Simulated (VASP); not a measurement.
A run of VASP 6.6.1 is set up as follows.

File INCAR:

```
SYSTEM = Sn2Pb
PREC     = Accurate       ! precision mode
ENCUT    = 520            ! plane-wave cutoff, eV
EDIFF    = 1E-6           ! SCF threshold, eV
ISMEAR   = 0              ! smearing method
SIGMA    = 0.1            ! smearing width, eV
LREAL    = .FALSE.        ! projectors in reciprocal space
LASPH    = .TRUE.         ! aspherical terms in the spheres
NELM     = 80             ! most SCF steps
ALGO     = Normal         ! electronic algorithm
ISIF     = 2              ! what is computed and relaxed
LWAVE    = .FALSE.        ! write WAVECAR
LCHARG   = .TRUE.         ! write CHGCAR
GGA      = PE             ! functional
LELF     = .TRUE.         ! ELF
LVHAR    = .TRUE.       
NBANDS   = 28             ! bands
```

File KPOINTS:

```
regular mesh
0
G
  6 6 12
  0 0 0
```

File POSCAR:

```
Sn2Pb
1.0
    5.3794197800      0.0000000000      0.0000000000
   -2.6897098900      4.6587141871      0.0000000000
    0.0000000000      0.0000000000      3.1719963755
Sn Pb
2 1
Direct
    0.3333333333      0.6666666667      0.5000000000
    0.6666666667      0.3333333333      0.5000000000
    0.0000000000      0.0000000000      0.0000000000
```

Potentials or basis: VASP PAW PBE potentials, release 64 (Sn_d, Pb_d).

Launch:

```sh
$ cat potpaw_PBE.64/Sn_d/POTCAR potpaw_PBE.64/Pb_d/POTCAR > POTCAR
$ mpirun -np 1 vasp_std > vasp.out
```

Q: What does it give for the band gap on the k mesh?

A: Zero (band 21 reaches 10.01 eV, above the bottom of band 22 at 5.93 eV).

Q: What does it give for the pressure?

A: 5.3 GPa.

Stress tensor (GPa, compression positive):
```
5.28 0.00 0.00
0.00 5.28 0.00
0.00 0.00 5.40
```

Caveat: spin-orbit coupling is left out, which moves the levels of the heavy elements.
